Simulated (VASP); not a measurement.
MgRh, 2 atoms in the cell. Symmetry: Pm-3m, No. 221, cubic system. Conventional cell: a = 3.099 Å, b = 3.099 Å, c = 3.099 Å, α = 90.00°, β = 90.00°, γ = 90.00°. Mg (site symmetry m-3m) has 8 Rh at 2.68 Å and 6 Mg at 3.10 Å within 3.5 Å. Rh (site symmetry m-3m) has 8 Mg at 2.68 Å and 6 Rh at 3.10 Å within 3.5 Å.  This cell differs from its parent crystal: volume scaled by 1.015.

| Property | Result |
| --- | --- |
| Program | VASP 6.6.1 |
| Task | vibrations by perturbation theory |
| Functional | PBEsol |
| Potentials or basis | VASP PAW PBE potentials, release 64 (Mg, Rh_pv) |
| Cutoff | 520 eV |
| k mesh | 12 × 12 × 12 |
| Occupations | fermi-dirac, width 0.1 eV |
| Spin | no spin polarisation |
| Dipole correction | no |
| Further INCAR settings | ALGO = Normal; EDIFF = 1e-08; IBRION = 8; NSW = 1 |

Potentials or basis: VASP PAW PBE potentials, release 64 (Mg, Rh_pv).

Launch:

```sh
$ cat potpaw_PBE.64/Mg/POTCAR potpaw_PBE.64/Rh_pv/POTCAR > POTCAR
$ mpirun -np 1 vasp_std > vasp.out
```

Hardware: 1 thread of Intel(R) Xeon(R) Platinum 8375C CPU @ 2.90GHz (Ice Lake) (shared host).

Problem. How long does it take, and how much memory?

Solution. Run time: 110 s on 1 thread of Intel(R) Xeon(R) Platinum 8375C CPU @ 2.90GHz (Ice Lake) (shared host), peak memory 0.32 GiB. Counts: scf iterations 37, k points 84.
